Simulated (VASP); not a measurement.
# Sn2Se (P4/nmm) in VASP: a series of runs, part 2 of 2

VASP 6.6.1.

**3. Single point, PBE**

This run uses another cell than the first one, of 28.06 Å³/atom, 1.100 times its volume.

INCAR reads:

```
PREC = Accurate ; ENCUT = 520
EDIFF = 1E-6 ; ISMEAR = 0
SIGMA = 0.1 ; LREAL = F
LASPH = T ; NELM = 80
ALGO = Normal ; ISIF = 2
LWAVE = F ; LCHARG = F
GGA = PE ; NBANDS = 43
```

KPOINTS reads:

```
Automatic mesh
0
Gamma
  4 4 2
```

POSCAR reads:

```
Sn2Se
1.0
    4.2914574438      0.0000000000      0.0000000000
    0.0000000000      4.2914574438      0.0000000000
    0.0000000000      0.0000000000      9.1417750564
Sn Se
4 2
Direct
    0.5000000000      0.0000000000      0.6625874356
    0.0000000000      0.5000000000      0.3374125644
    0.5000000000      0.0000000000      0.0126518078
    0.0000000000      0.5000000000      0.9873481922
    0.5000000000      0.0000000000      0.3493840229
    0.0000000000      0.5000000000      0.6506159771
```

Potentials or basis: VASP PAW PBE potentials, release 64 (Sn_d, Se).

Launch:

```sh
$ cat potpaw_PBE.64/Sn_d/POTCAR potpaw_PBE.64/Se/POTCAR > POTCAR
$ mpirun -np 1 vasp_std > vasp.out
```

It took 58 s on 1 thread of AMD EPYC 9R45 (Zen 5), shared host; peak memory 0.25 GiB.

Results (log left out):

```
Free energy            : -23.8420 eV
Pressure               : -0.1 GPa
Largest force          : 0.021 eV/Å
Band gap on the k mesh : zero (band 34 reaches 6.65 eV, above the bottom of band 35 at 5.61 eV)
```

Forces in eV/Å, atoms in the order of the input:
```
Sn   0.000  0.000 -0.019
Sn   0.000  0.000  0.019
Sn   0.000  0.000  0.012
Sn   0.000  0.000 -0.012
Se   0.000  0.000  0.021
Se   0.000  0.000 -0.021
```

Stress tensor (GPa, compression positive):
```
-0.04  0.00  0.00
 0.00 -0.04  0.00
 0.00  0.00 -0.18
```

Levels at points of the mesh, in eV from the Fermi level:
| k point | band 31 | band 32 | band 33 | band 34 | band 35 | band 36 | band 37 | band 38 |
| --- | --- | --- | --- | --- | --- | --- | --- | --- |
| (0.00, 0.00, 0.00) | -2.88 | -2.44 | -1.27 | -1.27 | -0.35 | 1.51 | 2.64 | 3.49 |
| (0.50, 0.00, 0.00) | -1.57 | -1.57 | -0.42 | -0.42 | 0.37 | 0.37 | 0.74 | 0.74 |
| (0.50, 0.50, 0.00) | -3.68 | -3.68 | -2.19 | -2.19 | -0.40 | -0.40 | 3.28 | 3.28 |
| (0.00, 0.00, 0.50) | -2.82 | -2.22 | -1.15 | -1.15 | 0.32 | 1.21 | 2.94 | 3.16 |
| (0.50, 0.00, 0.50) | -1.18 | -1.18 | 0.05 | 0.05 | 0.51 | 0.51 | 1.74 | 1.74 |
| (0.50, 0.50, 0.50) | -3.63 | -3.63 | -3.31 | -3.31 | 2.05 | 2.05 | 2.55 | 2.55 |

Caveat: the k points lie up to 0.37 Å⁻¹ apart; spin-orbit coupling is left out, which moves the levels of the heavy elements.

**4. Relaxation of cell and atoms, PBE**

INCAR reads:

```
ALGO = Normal ; EDIFF = 1E-6
EDIFFG = -0.04 ; ENCUT = 600
GGA = PE ; IBRION = 2
ISIF = 3 ; ISMEAR = 0
LASPH = T ; LCHARG = F
LREAL = F ; LWAVE = F
NELM = 60 ; NSW = 90
PREC = Accurate ; SIGMA = 0.1
```

KPOINTS reads:

```
k-points
0
Gamma
  4 4 2
```

POSCAR reads:

```
Sn2Se
1.0
    3.7450034100      0.0000000000      0.0000000000
    0.0000000000      3.7450034100      0.0000000000
    0.0000000000      0.0000000000     10.9098882000
Sn Se
4 2
Direct
    0.5000000000      0.0000000000      0.7552999900
    0.0000000000      0.5000000000      0.2447000100
    0.5000000000      0.0000000000      0.0776000000
    0.0000000000      0.5000000000      0.9224000000
    0.5000000000      0.0000000000      0.3664999900
    0.0000000000      0.5000000000      0.6335000100
```

Launch:

```sh
$ cat potpaw_PBE.64/Sn_d/POTCAR potpaw_PBE.64/Se/POTCAR > POTCAR
$ mpirun -np 1 vasp_std > vasp.out
```

It took 19 min on 1 thread of AMD EPYC 9R45 (Zen 5), shared host; peak memory 0.28 GiB.

Results (log left out):

| Item | Value |
| --- | --- |
| Free energy | -23.8355 eV |
| Relaxed volume | 28.02 Å³/atom |
| Relaxed cell | a = 4.291 Å, b = 4.291 Å, c = 9.131 Å, α = 90.00°, β = 90.00°, γ = 90.00° |
| Space group after relaxing (to 0.05 Å) | P4/nmm (No. 129) |
| Energy gained by relaxing | 275.8 meV/atom |
| Ionic steps | 33 |
| Pressure after relaxing | 0.0 GPa |
| Largest force after relaxing | 0.031 eV/Å |
| Band gap on the k mesh | zero (band 34 reaches 6.64 eV, above the bottom of band 35 at 5.63 eV) |

Forces in eV/Å, atoms in the order of the input:
```
Sn   0.000  0.000 -0.031
Sn   0.000  0.000  0.031
Sn   0.000  0.000 -0.026
Sn   0.000  0.000  0.026
Se   0.000  0.000  0.024
Se   0.000  0.000 -0.024
```

The path:
```
step  energy change (eV)  largest force (eV/Å)  pressure (GPa)  volume (Å³)
   1              0.0000                0.9896            4.16       153.01
   2             -0.2422                0.8368           -0.69       168.16
   3             -0.2442                0.8377           -1.07       169.93
   4             -0.3984                0.6517           -0.90       170.74
   5             -0.6517                0.2137           -0.28       173.04
   6             -0.6633                0.1967            0.14       170.99
   7             -0.6701                0.1645            0.81       168.14
   8             -0.6747                0.1498            0.79       168.11
   9             -0.6878                0.1661            0.68       168.03
  10             -0.7159                0.1946            0.58       167.87
  11             -0.8012                0.2438            0.27       167.51
  12             -0.9707                0.3757           -0.11       166.67
  13             -1.2780                0.6820            0.53       164.46
  14             -1.2706                0.5693            0.13       164.88
  15             -1.2801                0.6106            0.37       164.61
  16             -1.2975                0.7116            0.50       164.86
  17             -1.2993                0.7954            0.59       165.01
  18             -1.3274                0.7635            0.40       165.77
  19             -1.3944                0.6846           -0.18       168.03
  20             -1.4724                0.6040           -1.10       172.60
  21             -1.4599                0.5045           -2.53       181.86
  22             -1.4978                0.5838           -1.75       176.08
  23             -1.5579                0.5470           -1.04       173.20
  24             -1.6077                0.4334            0.69       167.26
  25             -1.6322                0.2426            0.40       167.75
  26             -1.6403                0.1471            0.14       168.28
  27             -1.6492                0.1051           -0.12       168.97
  28             -1.6502                0.1049           -0.26       169.29
  29             -1.6527                0.0881           -0.04       168.38
  30             -1.6532                0.0700            0.18       167.52
  31             -1.6545                0.0419            0.09       167.66
  32             -1.6545                0.0404            0.10       167.65
  33             -1.6550                0.0315           -0.04       168.14
```

Final structure:
```
Sn Se
1.0
     4.29110    0.00000    0.00000
     0.00000    4.29110    0.00000
     0.00000    0.00000    9.13121
Sn Se
4 2
Cartesian
  2.1456 4.2911 6.0655
  0.0000 2.1456 3.0657
  2.1456 4.2911 0.1434
  0.0000 2.1456 8.9878
  2.1456 0.0000 3.2007
  0.0000 2.1456 5.9305
```

Levels at points of the mesh, in eV from the Fermi level:
| k point | band 31 | band 32 | band 33 | band 34 | band 35 | band 36 | band 37 | band 38 |
| --- | --- | --- | --- | --- | --- | --- | --- | --- |
| (0.00, 0.00, 0.00) | -2.89 | -2.40 | -1.27 | -1.27 | -0.37 | 1.51 | 2.62 | 3.46 |
| (0.50, 0.00, 0.00) | -1.58 | -1.58 | -0.44 | -0.44 | 0.36 | 0.36 | 0.74 | 0.74 |
| (0.50, 0.50, 0.00) | -3.68 | -3.68 | -2.20 | -2.20 | -0.41 | -0.41 | 3.21 | 3.21 |
| (0.00, 0.00, 0.50) | -2.83 | -2.24 | -1.14 | -1.14 | 0.33 | 1.22 | 2.93 | 3.14 |
| (0.50, 0.00, 0.50) | -1.20 | -1.20 | 0.05 | 0.05 | 0.50 | 0.50 | 1.73 | 1.73 |
| (0.50, 0.50, 0.50) | -3.65 | -3.65 | -3.31 | -3.31 | 2.07 | 2.07 | 2.49 | 2.49 |

Caveat: the k points lie up to 0.37 Å⁻¹ apart in the final cell; spin-orbit coupling is left out, which moves the levels of the heavy elements; this functional lacks dispersion, which binds the layers, so the pressure and a relaxed spacing across them are unreliable.

**5. Single point, PBE**

This run uses another cell than the first one, of 28.13 Å³/atom, 1.103 times its volume.

INCAR reads:

```
SYSTEM = Sn2Se
  PREC = Accurate
  ENCUT = 520
  EDIFF = 1E-6
  ISMEAR = 0
  SIGMA = 0.1
  LREAL = .FALSE.
  LASPH = .TRUE.
  NELM = 60
  ALGO = Normal
  ISIF = 2
  LWAVE = .FALSE.
  LCHARG = .FALSE.
  GGA = PE
  NBANDS = 43
```

KPOINTS reads:

```
Automatic mesh
0
G
  10 10 4
  0 0 0
```

POSCAR reads:

```
Sn2Se
1.0
    4.2645123074      0.0000000000      0.0000000000
    0.0000000000      4.2645123074      0.0000000000
    0.0000000000      0.0000000000      9.2791103157
Sn Se
4 2
Direct
    0.5000000000      0.0000000000      0.6692456518
    0.0000000000      0.5000000000      0.3307543482
    0.5000000000      0.0000000000      0.0267358897
    0.0000000000      0.5000000000      0.9732641103
    0.5000000000      0.0000000000      0.3602864705
    0.0000000000      0.5000000000      0.6397135295
```

Launch:

```sh
$ cat potpaw_PBE.64/Sn_d/POTCAR potpaw_PBE.64/Se/POTCAR > POTCAR
$ mpirun -np 1 vasp_std > vasp.out
```

It took 3.8 min on 1 thread of AMD EPYC 9R45 (Zen 5), shared host; peak memory 0.45 GiB.

The run converged. Its results:

```yaml
Free_energy: -23.6827 eV
Pressure: 0.0 GPa
Largest_force: 0.006 eV/Å
Band_gap_on_the_k_mesh: zero (band 34 reaches 6.96 eV, above the bottom of band 35 at 5.20 eV)
```

Forces in eV/Å, atoms in the order of the input:
```
Sn   0.000  0.000  0.006
Sn   0.000  0.000 -0.006
Sn   0.000  0.000  0.000
Sn   0.000  0.000  0.000
Se   0.000  0.000 -0.005
Se   0.000  0.000  0.005
```

Levels at points of the mesh, in eV from the Fermi level:
| k point | band 31 | band 32 | band 33 | band 34 | band 35 | band 36 | band 37 | band 38 |
| --- | --- | --- | --- | --- | --- | --- | --- | --- |
| (0.00, 0.00, 0.00) | -2.66 | -2.01 | -0.94 | -0.94 | -0.31 | 1.92 | 2.87 | 3.61 |
| (0.50, 0.00, 0.00) | -1.50 | -1.50 | -0.23 | -0.23 | 0.60 | 0.60 | 1.05 | 1.05 |
| (0.50, 0.50, 0.00) | -3.43 | -3.43 | -2.10 | -2.10 | -0.20 | -0.20 | 3.07 | 3.07 |
| (0.00, 0.00, 0.50) | -2.53 | -1.86 | -0.83 | -0.83 | 0.26 | 1.21 | 3.12 | 3.42 |
| (0.50, 0.00, 0.50) | -1.06 | -1.06 | 0.36 | 0.36 | 0.83 | 0.83 | 1.61 | 1.61 |
| (0.50, 0.50, 0.50) | -3.38 | -3.38 | -3.10 | -3.10 | 2.15 | 2.15 | 2.40 | 2.40 |

Caveat: spin-orbit coupling is left out, which moves the levels of the heavy elements.

**6. Summary**

```tsv
task	cell	k mesh	cutoff (eV)	gap on the mesh (eV)	pressure (GPa)	largest force (eV/Å)
single point	a = 3.745, b = 3.745, c = 10.910 Å, 6 atoms	4 × 4 × 2	520	none	4.1	0.99
single point	a = 4.291, b = 4.291, c = 9.142 Å, 6 atoms	4 × 4 × 2	520	none	-0.1	0.02
relaxation of cell and atoms	relaxed from a = 3.745, b = 3.745, c = 10.910 Å, 6 atoms	4 × 4 × 2	600	none	0.0	0.03
single point	a = 4.265, b = 4.265, c = 9.279 Å, 6 atoms	10 × 10 × 4	520	none	0.0	0.01
```

Alike in all rows: level PBE; potentials or basis VASP PAW PBE potentials, release 64 (Sn_d, Se); no spin polarisation; smearing gaussian 0.1 eV.

Caveats: some runs use coarse meshes; spin-orbit coupling is left out, which moves the levels of the heavy elements; this functional lacks dispersion, which binds the layers, so the pressure and a relaxed spacing across them are unreliable (some runs).

Total energies depend on the potentials used, so only differences within one code and one set of settings carry meaning.
